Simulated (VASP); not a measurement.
# GaN (F-43m) in VASP: single point with PBE

Aim: the single point of GaN with PBE.

Everything below comes from runs of VASP 6.6.1. Logs are shortened: lines on timing, memory, paths and dates and some standing lists are left out, and cuts for length are marked.

## Step 1: The cell of the first run

Symmetry: F-43m, No. 216, cubic system. Conventional cell: a = 4.507 Å, b = 4.507 Å, c = 4.507 Å, α = 90.00°, β = 90.00°, γ = 90.00°. Ga (site symmetry -43m) has 4 N at 1.95 Å within 2.6 Å. Within 2.6 Å of N (site symmetry -43m) lie 4 Ga at 1.95 Å.

## Step 2: Single point, PBE

Input file INCAR:

```
SYSTEM = GaN
PREC = Accurate
ENCUT = 520
EDIFF = 1E-7
ISMEAR = 0
SIGMA = 0.01
LREAL = .False.
LASPH = .True.
NELM = 100
ALGO = Normal
ISIF = 2
LWAVE = .False.
LCHARG = .False.
GGA = PE
NBANDS = 16
```

Input file KPOINTS:

```
regular mesh
0
Gamma
  8 8 8
  0 0 0
```

Input file POSCAR:

```
GaN
1.0
    0.0000000000      2.2535010000      2.2535010000
    2.2535010000      0.0000000000      2.2535010000
    2.2535010000      2.2535010000      0.0000000000
Ga N
1 1
Direct
    0.0000000000      0.0000000000      0.0000000000
    0.7500000000      0.7500000000      0.7500000000
```

Potentials or basis: VASP PAW PBE potentials, release 64 (Ga_d, N).

Started as:

```
cat potpaw_PBE.64/Ga_d/POTCAR potpaw_PBE.64/N/POTCAR > POTCAR
mpirun -np 1 vasp_std > vasp.out
```

OUTCAR:

```text
SYSTEM = GaN
   PREC = Accurate
   ENCUT = 520
   EDIFF = 1E-7
   ISMEAR = 0
   LREAL = .False.
   LASPH = .True.
   NELM = 100
   ISIF = 2
   GGA = PE

 ion  position               nearest neighbor table
   1  0.000  0.000  0.000-   2 1.95   2 1.95   2 1.95   2 1.95
   2  0.750  0.750  0.750-   1 1.95   1 1.95   1 1.95   1 1.95

  LATTYP: Found a face centered cubic cell.
 ALAT       =     4.5070020000

  Lattice vectors:

 A1 = (   0.0000000000,   2.2535010000,   2.2535010000)
 A2 = (   2.2535010000,   0.0000000000,   2.2535010000)
 A3 = (   2.2535010000,   2.2535010000,   0.0000000000)

Analysis of symmetry for initial positions (statically):
=====================================================================
 Subroutine PRICEL returns:
 Original cell was already a primitive cell.

 Routine SETGRP: Setting up the symmetry group for a
 face centered cubic supercell.

 Subroutine GETGRP returns: Found 24 space group operations
 (whereof 24 operations were pure point group operations)
 out of a pool of 48 trial point group operations.

The static configuration has the point symmetry T_d .

Analysis of symmetry for dynamics (positions and initial velocities):
=====================================================================
 Subroutine PRICEL returns:
 Original cell was already a primitive cell.

 Routine SETGRP: Setting up the symmetry group for a
 face centered cubic supercell.

 Subroutine GETGRP returns: Found 24 space group operations
 (whereof 24 operations were pure point group operations)
 out of a pool of 48 trial point group operations.

The dynamic configuration has the point symmetry T_d .

 Subroutine INISYM returns: Found 24 space group operations
 (whereof 24 operations are pure point group operations),
 and found     1 'primitive' translations

----------------------------------------------------------------------------------------

                                     Primitive cell

  volume of cell :      22.8878

  direct lattice vectors                    reciprocal lattice vectors
     0.000000000  2.253501000  2.253501000    -0.221876982  0.221876982  0.221876982
     2.253501000  0.000000000  2.253501000     0.221876982 -0.221876982  0.221876982
     2.253501000  2.253501000  0.000000000     0.221876982  0.221876982 -0.221876982

  length of vectors
     3.186931677  3.186931677  3.186931677     0.384302205  0.384302205  0.384302205

  position of ions in fractional coordinates (direct lattice)
     0.000000000  0.000000000  0.000000000
     0.750000000  0.750000000  0.750000000

  ion indices of the primitive-cell ions
   primitive index   ion index
                 1           1
                 2           2

----------------------------------------------------------------------------------------

 KPOINTS: regular mesh

Automatic generation of k-mesh.
 Grid dimensions read from file:
 generate k-points for:    8    8    8

 Generating k-lattice:

  Cartesian coordinates                     Fractional coordinates (reciprocal lattice)
    -0.027734623  0.027734623  0.027734623     0.125000000  0.000000000  0.000000000
     0.027734623 -0.027734623  0.027734623     0.000000000  0.125000000  0.000000000
     0.027734623  0.027734623 -0.027734623     0.000000000  0.000000000  0.125000000

  Length of vectors
     0.048037776  0.048037776  0.048037776

  Shift w.r.t. Gamma in fractional coordinates (k-lattice)
     0.000000000  0.000000000  0.000000000

 Subroutine IBZKPT returns following result:
 ===========================================

 Found     29 irreducible k-points:

 Following reciprocal coordinates:
            Coordinates               Weight
  0.000000  0.000000  0.000000      1.000000
  0.125000  0.000000  0.000000      8.000000
  0.250000  0.000000  0.000000      8.000000
  0.375000  0.000000  0.000000      8.000000
  0.500000  0.000000  0.000000      4.000000
  0.125000  0.125000  0.000000      6.000000
[... 16 lines left out ...]
  0.500000  0.250000  0.125000     48.000000
 -0.375000  0.250000  0.125000     24.000000
 [... further k-points ...]
   k-points           NKPTS =     29   k-points in BZ     NKDIM =     29   number of bands    NBANDS=     16
   number of dos      NEDOS =    301   number of ions     NIONS =      2
   total plane-waves  NPLWV =  13824
   dimension x,y,z NGX =    24 NGY =   24 NGZ =   24
   dimension x,y,z NGXF=    48 NGYF=   48 NGZF=   48
   ions per type =               1   1
   NGX,Y,Z   is equivalent  to a cutoff of  12.52, 12.52, 12.52 a.u.
   NGXF,Y,Z  is equivalent  to a cutoff of  25.04, 25.04, 25.04 a.u.
 SYSTEM =  GaN
   PREC   = accura    normal or accurate (medium, high low for compatibility)
   ISTART =      0    job   : 0-new  1-cont  2-samecut
   ICHARG =      2    charge: 1-file 2-atom 10-const
   ISPIN  =      1    spin polarized calculation?
   LNONCOLLINEAR =      F non collinear calculations
   LSORBIT =      F    spin-orbit coupling
   LASPH  =      T    aspherical Exc in radial PAW
   ENCUT  =  520.0 eV  38.22 Ry    6.18 a.u.   5.93  5.93  5.93*2*pi/ulx,y,z
   NELM   =    100;   NELMIN=  2; NELMDL= -5     # of ELM steps
   EDIFF  = 0.1E-06   stopping-criterion for ELM
   LREAL  =      F    real-space projection
   EDIFFG = 0.1E-05   stopping-criterion for IOM
   NSW    =      0    number of steps for IOM
   IBRION =     -1    ionic relax: 0-MD 1-quasi-New 2-CG
   NFREE  =      0    steps in history (QN), initial steepest desc. (CG)
   ISIF   =      2    stress and relaxation
   ISYM   =      2    0-nonsym 1-usesym 2-fastsym
   POTIM  = 0.5000    time-step for ionic-motion
   TEBEG  =    0.0;   TEEND  =   0.0 temperature during run
   PSTRESS=    0.0 pullay stress
   NELECT =      18.0000    total number of electrons
   NUPDOWN=      -1.0000    fix difference up-down
   EMIN   =  10.00;   EMAX   =-10.00  energy-range for DOS
   EFERMI =   0.00;   METHOD = LEGACY
   ISMEAR =     0;   SIGMA  =   0.01  broadening in eV -4-tet -1-fermi 0-gaus
   EFERMI_NEDOS =   21; number of points for ismear=-14 and -15
   IALGO  =     38    algorithm
   IMIX   =      4    mixing-type and parameters
     AMIX     =   0.40;   BMIX     =  1.00
     AMIX_MAG =   1.60;   BMIX_MAG =  1.00
  volume/ion in A,a.u.               =      11.44        77.23
  Fermi-wavevector in a.u.,A,eV,Ry     =   1.511116  2.855596 31.068532  2.283473
  Thomas-Fermi vector in A             =   2.621216
   LORBIT       =      0    0 simple, 1 ext, 2 COOP (PROOUT), +10 PAW based schemes
   GGA     = PE    functional components
   LHFCALC =     F    Hartree Fock is set to
   AEXX    =    0.0000 exact exchange contribution
   IVDW    =     0    specifies the selected vdW correction
   LEPSILON=     F    determine dielectric tensor
   LRPA    =     F    only Hartree local field effects (RPA)
 non-spin polarized calculation
 Gauss-broadening in eV      SIGMA  =   0.01
  energy-cutoff  :      520.00
  volume of cell :       22.89
 maximum number of plane-waves:       636
   NGX = 11   NGY = 11   NGZ = 11

 number of electron      18.0000004 magnetization

 Free energy of the ion-electron system (eV)
  ---------------------------------------------------
  ext. energy  EPLUGINS =         0.00000000
  ---------------------------------------------------
  free energy    TOTEN  =       -12.14275284 eV

  energy without entropy =      -12.14275284  energy(sigma->0) =      -12.14275284

 E-fermi :   5.3482     XC(G=0): -11.6667

 val. band max:        5.2817433321   @ k =   0.0000   0.0000   0.0000
 cond. band min:       7.0059830759   @ k =   0.0000   0.0000   0.0000
 fundamental gap:      1.7242397438
 Fermi energy:         5.3482457768

 k-point     1 :       0.0000    0.0000    0.0000
  band No.  band energies     occupation
      1     -10.6518      2.00000
      2      -8.1603      2.00000
      3      -8.1603      2.00000
      4      -8.1603      2.00000
      5      -7.8406      2.00000
      6      -7.8406      2.00000
[... 8 lines left out ...]
     15      24.1370      0.00000
     16      24.1370      0.00000

 k-point     2 :       0.1250    0.0000    0.0000
  band No.  band energies     occupation
      1     -10.4837      2.00000
      2      -8.1397      2.00000
      3      -8.1397      2.00000
      4      -8.0960      2.00000
      5      -7.8422      2.00000
      6      -7.8422      2.00000
[... 8 lines left out ...]
     15      22.5417      0.00000
     16      22.5722      0.00000

 k-point     3 :       0.2500    0.0000    0.0000
  band No.  band energies     occupation
      1     -10.1087      2.00000
      2      -8.0993      2.00000
      3      -8.0993      2.00000
      4      -7.8358      2.00000
      5      -7.8358      2.00000
      6      -7.7952      2.00000
[... 8 lines left out ...]
     15      22.1539      0.00000
     16      22.1539      0.00000

 k-point     4 :       0.3750    0.0000    0.0000
  band No.  band energies     occupation
      1      -9.8254      2.00000
      2      -8.0766      2.00000
      3      -8.0766      2.00000
      4      -7.8101      2.00000
      5      -7.8101      2.00000
      6      -7.1101      2.00000
[... 8 lines left out ...]
     15      23.5593      0.00000
     16      23.5593      0.00000
[... 324 lines left out ...]
 k-point    22 :       0.3750    0.2500    0.1250
  band No.  band energies     occupation
      1      -9.8766      2.00000
      2      -8.0561      2.00000
      3      -8.0369      2.00000
      4      -7.9214      2.00000
      5      -7.8125      2.00000
      6      -7.4373      2.00000
[... 8 lines left out ...]
     15      24.4095      0.00000
     16      26.6188      0.00000

 k-point    23 :       0.5000    0.2500    0.1250
  band No.  band energies     occupation
      1      -9.6979      2.00000
      2      -8.0505      2.00000
      3      -8.0058      2.00000
      4      -7.8873      2.00000
      5      -7.8059      2.00000
      6      -6.7406      2.00000
[... 8 lines left out ...]
     15      24.4990      0.00000
     16      26.4185      0.00000

 k-point    24 :      -0.3750    0.2500    0.1250
  band No.  band energies     occupation
      1      -9.6452      2.00000
      2      -8.0560      2.00000
      3      -7.9941      2.00000
      4      -7.8605      2.00000
      5      -7.8076      2.00000
      6      -6.2854      2.00000
[... 8 lines left out ...]
     15      24.0840      0.00000
     16      26.3563      0.00000

 [... further k-points ...]

------------------------ aborting loop because EDIFF is reached ----------------------------------------

  FORCE on cell =-STRESS in cart. coord.  units (eV):
  Direction    XX          YY          ZZ          XY          YZ          ZX
  --------------------------------------------------------------------------------------
  -------------------------------------------------------------------------------------
  Total        0.7216533      0.7216533      0.7216533      0.0000000      0.0000000      0.0000000
  in kB       50.5168084     50.5168084     50.5168084      0.0000000      0.0000000      0.0000000
  external PRESSURE =      50.5168084 kB  Pullay stress =       0.0000000 kB

 VOLUME and BASIS-vectors are now :
 -----------------------------------------------------------------------------
  energy-cutoff  :      520.00
  volume of cell :       22.89
      direct lattice vectors                 reciprocal lattice vectors
     0.000000000  2.253501000  2.253501000    -0.221876982  0.221876982  0.221876982
     2.253501000  0.000000000  2.253501000     0.221876982 -0.221876982  0.221876982
     2.253501000  2.253501000  0.000000000     0.221876982  0.221876982 -0.221876982

 POSITION                                       TOTAL-FORCE (eV/Angst)
 -----------------------------------------------------------------------------------
      0.00000      0.00000      0.00000        -0.000000      0.000000      0.000000
      3.38025      3.38025      3.38025         0.000000     -0.000000     -0.000000
 -----------------------------------------------------------------------------------
    total drift:                               -0.000002     -0.000002     -0.000002

  FREE ENERGIE OF THE ION-ELECTRON SYSTEM (eV)
  ---------------------------------------------------
  free  energy   TOTEN  =       -12.1427528441 eV

  energy  without entropy=      -12.1427528441  energy(sigma->0) =      -12.14275284
```

Wall time 6.7 s (1 thread of Intel Xeon 6975P-C, shared host); peak memory 0.14 GiB.

Results:

| Quantity | Value |
| --- | --- |
| Free energy | -12.1428 eV |
| Pressure | 5.1 GPa |
| Band gap on the k mesh | 1.72 eV, direct |

PBE gaps usually lie below the measured ones, often by a third to a half.
